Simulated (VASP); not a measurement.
# MgGe3N (P3m1) in VASP: further runs

The runs below take MgGe3N through single point, relaxation of cell and atoms, with PBE.

All numbers are computed with VASP 6.6.1; they aren't measurements. Logs are shortened: lines on timing, memory, paths and dates and some standing lists are left out, and cuts for length are marked.

### Step 1. The cell of the first run

The structure is trigonal, space group P3m1 (No. 156). The conventional cell has a = 3.559 Å, b = 3.559 Å, c = 8.577 Å, α = 90.00°, β = 90.00°, γ = 120.00°. Mg (site symmetry 3m) has 3 N at 2.13 Å and 1 Ge at 2.81 Å within 2.9 Å. Ge (site symmetry 3m) has 1 N at 1.82 Å within 2.4 Å. Ge (site symmetry 3m) has 6 Ge at 2.56 to 2.78 Å within 3.4 Å. Ge (site symmetry 3m) has 3 Ge at 2.56 Å and 1 Mg at 2.81 Å within 3.4 Å. N (site symmetry 3m) has 1 Ge at 1.82 Å and 3 Mg at 2.13 Å within 2.4 Å.

### Step 2. Single point, PBE

Input file INCAR:

```
PREC = Accurate ; ENCUT = 520
EDIFF = 1E-6 ; ISMEAR = 0
SIGMA = 0.2 ; LREAL = F
LASPH = T ; NELM = 80
ALGO = Normal ; ISIF = 2
LWAVE = F ; LCHARG = F
GGA = PE ; NBANDS = 32
```

Input file KPOINTS:

```
regular mesh
0
Gamma
  5 5 2
```

Input file POSCAR:

```
MgGe3N
1.0
    3.5586375233      0.0000000000      0.0000000000
   -1.7793187617      3.0818704981      0.0000000000
    0.0000000000      0.0000000000      8.5769429450
Mg Ge N
1 3 1
Direct
    0.0000000000      0.0000000000      0.0239339163
    0.3333333333      0.6666666667      0.3016029221
    0.6666666667      0.3333333333      0.5191040572
    0.0000000000      0.0000000000      0.6964649372
    0.3333333333      0.6666666667      0.0898941673
```

Potentials or basis: VASP PAW PBE potentials, release 64 (Mg, Ge_d, N).

On the command line:

```
cat potpaw_PBE.64/Mg/POTCAR potpaw_PBE.64/Ge_d/POTCAR potpaw_PBE.64/N/POTCAR > POTCAR
mpirun -np 1 vasp_std > vasp.out
```

OUTCAR:

```text
PREC = Accurate
   ENCUT = 520
   EDIFF = 1E-6
   ISMEAR = 0
   LREAL = F
   LASPH = T
   NELM = 80
   ISIF = 2
   GGA = PE

 ion  position               nearest neighbor table
   1  0.000  0.000  0.024-   5 2.13   5 2.13   5 2.13   4 2.81   2 3.15   2 3.15   2 3.15
   2  0.333  0.667  0.302-   5 1.82   3 2.78   3 2.78   3 2.78   1 3.15   1 3.15   1 3.15
   3  0.667  0.333  0.519-   4 2.56   4 2.56   4 2.56   2 2.78   2 2.78   2 2.78
   4  0.000  0.000  0.696-   3 2.56   3 2.56   3 2.56   1 2.81
   5  0.333  0.667  0.090-   2 1.82   1 2.13   1 2.13   1 2.13

  LATTYP: Found a hexagonal cell.
 ALAT       =     3.5586375233
 C/A-ratio  =     2.4101760544

  Lattice vectors:

 A1 = (   3.5586375233,   0.0000000000,   0.0000000000)
 A2 = (  -1.7793187617,   3.0818704981,   0.0000000000)
 A3 = (   0.0000000000,   0.0000000000,   8.5769429450)

Analysis of symmetry for initial positions (statically):
=====================================================================
 Subroutine PRICEL returns:
 Original cell was already a primitive cell.

 Routine SETGRP: Setting up the symmetry group for a
 hexagonal supercell.

 Subroutine GETGRP returns: Found  6 space group operations
 (whereof  6 operations were pure point group operations)
 out of a pool of 24 trial point group operations.

The static configuration has the point symmetry C_3v.

Analysis of symmetry for dynamics (positions and initial velocities):
=====================================================================
 Subroutine PRICEL returns:
 Original cell was already a primitive cell.

 Routine SETGRP: Setting up the symmetry group for a
 hexagonal supercell.

 Subroutine GETGRP returns: Found  6 space group operations
 (whereof  6 operations were pure point group operations)
 out of a pool of 24 trial point group operations.

The dynamic configuration has the point symmetry C_3v.

 Subroutine INISYM returns: Found  6 space group operations
 (whereof  6 operations are pure point group operations),
 and found     1 'primitive' translations

----------------------------------------------------------------------------------------

                                     Primitive cell

  volume of cell :      94.0656

  direct lattice vectors                    reciprocal lattice vectors
     3.558637523  0.000000000  0.000000000     0.281006423  0.162239134  0.000000000
    -1.779318762  3.081870498  0.000000000     0.000000000  0.324478268  0.000000000
     0.000000000  0.000000000  8.576942945     0.000000000  0.000000000  0.116591658

  length of vectors
     3.558637523  3.558637523  8.576942945     0.324478268  0.324478268  0.116591658

  position of ions in fractional coordinates (direct lattice)
     0.000000000  0.000000000  0.023933916
     0.333333333  0.666666667  0.301602922
     0.666666667  0.333333333  0.519104057
     0.000000000  0.000000000  0.696464937
     0.333333333  0.666666667  0.089894167

  ion indices of the primitive-cell ions
   primitive index   ion index
                 1           1
                 2           2
                 3           3
                 4           4
                 5           5

----------------------------------------------------------------------------------------

 KPOINTS: regular mesh

Automatic generation of k-mesh.
 Grid dimensions read from file:
 generate k-points for:    5    5    2

 Generating k-lattice:

  Cartesian coordinates                     Fractional coordinates (reciprocal lattice)
     0.056201285  0.032447827  0.000000000     0.200000000  0.000000000  0.000000000
     0.000000000  0.064895654  0.000000000     0.000000000  0.200000000  0.000000000
     0.000000000  0.000000000  0.058295829     0.000000000  0.000000000  0.500000000

  Length of vectors
     0.064895654  0.064895654  0.058295829

  Shift w.r.t. Gamma in fractional coordinates (k-lattice)
     0.000000000  0.000000000  0.000000000

 Subroutine IBZKPT returns following result:
 ===========================================

 Found     10 irreducible k-points:

 Following reciprocal coordinates:
            Coordinates               Weight
  0.000000  0.000000  0.000000      1.000000
  0.200000 -0.000000  0.000000      6.000000
  0.400000 -0.000000  0.000000      6.000000
  0.200000  0.200000  0.000000      6.000000
  0.400000  0.200000  0.000000      6.000000
  0.000000  0.000000  0.500000      1.000000
  0.200000 -0.000000  0.500000      6.000000
  0.400000 -0.000000  0.500000      6.000000
  0.200000  0.200000  0.500000      6.000000
  0.400000  0.200000  0.500000      6.000000
   k-points           NKPTS =     10   k-points in BZ     NKDIM =     10   number of bands    NBANDS=     32
   number of dos      NEDOS =    301   number of ions     NIONS =      5
   total plane-waves  NPLWV =  50176
   dimension x,y,z NGX =    28 NGY =   28 NGZ =   64
   dimension x,y,z NGXF=    56 NGYF=   56 NGZF=  128
   ions per type =               1   3   1
   NGX,Y,Z   is equivalent  to a cutoff of  13.08, 13.08, 12.41 a.u.
   NGXF,Y,Z  is equivalent  to a cutoff of  26.16, 26.16, 24.81 a.u.
 SYSTEM =  unknown system
   PREC   = accura    normal or accurate (medium, high low for compatibility)
   ISTART =      0    job   : 0-new  1-cont  2-samecut
   ICHARG =      2    charge: 1-file 2-atom 10-const
   ISPIN  =      1    spin polarized calculation?
   LNONCOLLINEAR =      F non collinear calculations
   LSORBIT =      F    spin-orbit coupling
   LASPH  =      T    aspherical Exc in radial PAW
   ENCUT  =  520.0 eV  38.22 Ry    6.18 a.u.   6.62  6.62 15.95*2*pi/ulx,y,z
   NELM   =     80;   NELMIN=  2; NELMDL= -5     # of ELM steps
   EDIFF  = 0.1E-05   stopping-criterion for ELM
   LREAL  =      F    real-space projection
   EDIFFG = 0.1E-04   stopping-criterion for IOM
   NSW    =      0    number of steps for IOM
   IBRION =     -1    ionic relax: 0-MD 1-quasi-New 2-CG
   NFREE  =      0    steps in history (QN), initial steepest desc. (CG)
   ISIF   =      2    stress and relaxation
   ISYM   =      2    0-nonsym 1-usesym 2-fastsym
   POTIM  = 0.5000    time-step for ionic-motion
   TEBEG  =    0.0;   TEEND  =   0.0 temperature during run
   PSTRESS=    0.0 pullay stress
   NELECT =      49.0000    total number of electrons
   NUPDOWN=      -1.0000    fix difference up-down
   EMIN   =  10.00;   EMAX   =-10.00  energy-range for DOS
   EFERMI =   0.00;   METHOD = LEGACY
   ISMEAR =     0;   SIGMA  =   0.20  broadening in eV -4-tet -1-fermi 0-gaus
   EFERMI_NEDOS =   21; number of points for ismear=-14 and -15
   IALGO  =     38    algorithm
   IMIX   =      4    mixing-type and parameters
     AMIX     =   0.40;   BMIX     =  1.00
     AMIX_MAG =   1.60;   BMIX_MAG =  1.00
  volume/ion in A,a.u.               =      18.81       126.96
  Fermi-wavevector in a.u.,A,eV,Ry     =   1.317235  2.489213 23.607583  1.735108
  Thomas-Fermi vector in A             =   2.447291
   LORBIT       =      0    0 simple, 1 ext, 2 COOP (PROOUT), +10 PAW based schemes
   GGA     = PE    functional components
   LHFCALC =     F    Hartree Fock is set to
   AEXX    =    0.0000 exact exchange contribution
   IVDW    =     0    specifies the selected vdW correction
   LEPSILON=     F    determine dielectric tensor
   LRPA    =     F    only Hartree local field effects (RPA)
 non-spin polarized calculation
 Gauss-broadening in eV      SIGMA  =   0.20
  energy-cutoff  :      520.00
  volume of cell :       94.07
 maximum number of plane-waves:      2564
 NGX is ok and might be reduce to    28
   NGX = 13   NGY = 13   NGZ = 31

 number of electron      49.0000022 magnetization

 Free energy of the ion-electron system (eV)
  ---------------------------------------------------
  ext. energy  EPLUGINS =         0.00000000
  ---------------------------------------------------
  free energy    TOTEN  =       -23.32088177 eV

  energy without entropy =      -23.29370992  energy(sigma->0) =      -23.30729585

 E-fermi :   4.5833     XC(G=0):  -9.9696

 val. band max:        4.4884716169   @ k =   0.4000   0.2000   0.5000
 cond. band min:       4.8190131003   @ k =   0.2000  -0.0000   0.5000
 fundamental gap:      0.3305414834
 Fermi energy:         4.5832773444

 k-point     1 :       0.0000    0.0000    0.0000
  band No.  band energies     occupation
      1     -20.3420      2.00000
      2     -20.3420      2.00000
      3     -20.2849      2.00000
      4     -20.2418      2.00000
      5     -20.2418      2.00000
      6     -20.1418      2.00000
[... 24 lines left out ...]
     31       9.9987      0.00000
     32      10.0522      0.00000

 k-point     2 :       0.2000   -0.0000    0.0000
  band No.  band energies     occupation
      1     -20.3409      2.00000
      2     -20.3350      2.00000
      3     -20.2820      2.00000
      4     -20.2399      2.00000
      5     -20.2327      2.00000
      6     -20.1476      2.00000
[... 24 lines left out ...]
     31      10.7434      0.00000
     32      10.8638      0.00000

 k-point     3 :       0.4000   -0.0000    0.0000
  band No.  band energies     occupation
      1     -20.3399      2.00000
      2     -20.3236      2.00000
      3     -20.2762      2.00000
      4     -20.2382      2.00000
      5     -20.2198      2.00000
      6     -20.1494      2.00000
[... 24 lines left out ...]
     31      10.8929      0.00000
     32      10.9689      0.00000

 k-point     4 :       0.2000    0.2000    0.0000
  band No.  band energies     occupation
      1     -20.3372      2.00000
      2     -20.3279      2.00000
      3     -20.2781      2.00000
      4     -20.2384      2.00000
      5     -20.2201      2.00000
      6     -20.1583      2.00000
[... 164 lines left out ...]
     31      10.1459      0.00000
     32      10.5308      0.00000

 k-point     9 :       0.2000    0.2000    0.5000
  band No.  band energies     occupation
      1     -20.3372      2.00000
      2     -20.3279      2.00000
      3     -20.2781      2.00000
      4     -20.2384      2.00000
      5     -20.2201      2.00000
      6     -20.1583      2.00000
[... 24 lines left out ...]
     31      11.0101      0.00000
     32      11.7866      0.00000

 k-point    10 :       0.4000    0.2000    0.5000
  band No.  band energies     occupation
      1     -20.3340      2.00000
      2     -20.3239      2.00000
      3     -20.2756      2.00000
      4     -20.2375      2.00000
      5     -20.2122      2.00000
      6     -20.1681      2.00000
[... 24 lines left out ...]
     31      11.0937      0.00000
     32      11.4013      0.00000

------------------------ aborting loop because EDIFF is reached ----------------------------------------

  FORCE on cell =-STRESS in cart. coord.  units (eV):
  Direction    XX          YY          ZZ          XY          YZ          ZX
  --------------------------------------------------------------------------------------
  -------------------------------------------------------------------------------------
  Total       -0.0334986     -0.0334986     -0.1559702      0.0000000      0.0000000     -0.0000000
  in kB       -0.5705671     -0.5705671     -2.6565710      0.0000000      0.0000000     -0.0000000
  external PRESSURE =      -1.2659017 kB  Pullay stress =       0.0000000 kB

 VOLUME and BASIS-vectors are now :
 -----------------------------------------------------------------------------
  energy-cutoff  :      520.00
  volume of cell :       94.07
      direct lattice vectors                 reciprocal lattice vectors
     3.558637523  0.000000000  0.000000000     0.281006423  0.162239134  0.000000000
    -1.779318762  3.081870498  0.000000000     0.000000000  0.324478268  0.000000000
     0.000000000  0.000000000  8.576942945     0.000000000  0.000000000  0.116591658

 POSITION                                       TOTAL-FORCE (eV/Angst)
 -----------------------------------------------------------------------------------
      0.00000      0.00000      0.20528        -0.000000      0.000000      0.011402
     -0.00000      2.05458      2.58683         0.000000     -0.000000     -0.070375
      1.77932      1.02729      4.45233         0.000000      0.000000      0.040524
      0.00000      0.00000      5.97354        -0.000000      0.000000     -0.012726
     -0.00000      2.05458      0.77102        -0.000000      0.000000      0.031175
 -----------------------------------------------------------------------------------
    total drift:                                0.000000     -0.000000     -0.000513

  FREE ENERGIE OF THE ION-ELECTRON SYSTEM (eV)
  ---------------------------------------------------
  free  energy   TOTEN  =       -23.3208817678 eV

  energy  without entropy=      -23.2937099243  energy(sigma->0) =      -23.30729585
```

Wall time 26 s (1 thread of AMD EPYC 9R14 (Zen 4), shared host); peak memory 0.19 GiB.

Results:

| Property | Result |
| --- | --- |
| Free energy | -23.3209 eV |
| Pressure | -0.1 GPa |
| Largest force | 0.070 eV/Å |
| Band gap on the k mesh | zero (an odd number of electrons rules out a gap without spin polarisation) |

Forces in eV/Å, atoms in the order of the input:
```
Mg   0.000  0.000  0.011
Ge   0.000  0.000 -0.070
Ge   0.000  0.000  0.041
Ge   0.000  0.000 -0.013
N    0.000  0.000  0.031
```

Caveat: the k points lie up to 0.41 Å⁻¹ apart, too coarse for converged energies and pressures of a metal; an odd number of electrons without spin polarisation forces a metal; a magnetic or distorted state may lie lower.

(Part 1 of 3 ends here.)

The gap in the log of VASP goes by the Fermi energy; the results here count the filled bands.